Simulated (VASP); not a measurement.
Set up this calculation in VASP 6.6.1, as the native input.

```
Task                   : relaxation of cell and atoms
Functional             : PBE
Potentials or basis    : VASP PAW PBE potentials, release 64 (P)
Cutoff                 : 600 eV
k mesh                 : 14 × 14 × 14
Occupations            : gaussian, width 0.1 eV
Spin                   : no spin polarisation
Dipole correction      : no
Further INCAR settings : ALGO = Normal; EDIFF = 1e-06; IBRION = 2; EDIFFG = -0.01; NSW = 100; ISIF = 3
```

The structure of P lies in POSCAR:

```
P
1.0
   -2.3381786857      2.3381786857      2.3381786857
    2.3381786857     -2.3381786857      2.3381786857
    2.3381786857      2.3381786857     -2.3381786857
P
3
Direct
    0.0000000000      0.5000000000      0.5000000000
    0.5000000000      0.0000000000      0.5000000000
    0.5000000000      0.5000000000      0.0000000000
```

The cell was generated, and may not be a known phase.

One way to write it, as run:

INCAR

```
SYSTEM = P
ALGO = Normal
EDIFF = 1E-6
EDIFFG = -0.01
ENCUT = 600
GGA = PE
IBRION = 2
ISIF = 3
ISMEAR = 0
LASPH = .True.
LCHARG = .False.
LREAL = .False.
LWAVE = .False.
NELM = 60
NSW = 100
PREC = Accurate
SIGMA = 0.1
```

KPOINTS

```
k-points
0
Gamma
  14 14 14
  0 0 0
```

Potentials or basis: VASP PAW PBE potentials, release 64 (P).

Launch:

```bash
$ cat potpaw_PBE.64/P/POTCAR > POTCAR
$ mpirun -np 1 vasp_std > vasp.out
```

It gave:

```
Relaxed volume                        : 16.94 Å³/atom
Relaxed cell                          : a = 4.042 Å, b = 4.042 Å, c = 4.042 Å, α = 109.47°, β = 109.47°, γ = 109.47°
Space group after relaxing (to 0.1 Å) : Im-3m (No. 229)
Energy gained by relaxing             : 0.1 meV/atom
Ionic steps                           : 2
Pressure after relaxing               : 0.1 GPa
Band gap on the k mesh                : zero (an odd number of electrons rules out a gap without spin polarisation)
```

It took 34 s on 1 thread of Intel(R) Xeon(R) Platinum 8124M CPU @ 3.00GHz (Skylake/Cascade Lake) (shared host), peak memory 0.18 GiB.
